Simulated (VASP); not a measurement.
Runs of VASP 6.6.1 on Rh. The structure is that of space group Fm-3m (No. 225), or close to it. The cells are those of the table. 

```csv
cell,gap on the mesh (eV),pressure (GPa)
"a = 2.690, b = 2.690, c = 2.725 Å, angles 59.6, 59.6, 60.9°, 1 atom",none,-13.8
"a = 2.602, b = 2.602, c = 2.548 Å, angles 60.7, 60.7, 58.6°, 1 atom",none,33.2
"a = 2.708, b = 2.708, c = 2.761 Å, angles 59.4, 59.4, 61.3°, 1 atom",none,(b)
"a = 2.637, b = 2.637, c = 2.619 Å, angles 60.2, 60.2, 59.6°, 1 atom",none,(a)
"a = 2.619, b = 2.619, c = 2.584 Å, angles 60.4, 60.4, 59.1°, 1 atom",none,21.0
"a = 2.672, b = 2.672, c = 2.690 Å, angles 59.8, 59.8, 60.4°, 1 atom",none,-7.0
```

Alike in all rows: task single point; level LDA; potentials or basis VASP PAW LDA potentials, release 64 (Rh_pv); no spin polarisation; k mesh 20 × 20 × 20; cutoff (eV) 520; smearing gaussian 0.15 eV.

Task: Fill in the values left out.

Result: (a) 10.1; (b) -19.5.

Caveats: the cell stands under tension (at least some runs); the cell stands under pressure (at least some runs).

A k mesh can miss the band edges, and the runs leave out spin-orbit coupling on Rh.

A gap of «none» marks levels without a gap at the run's occupations.
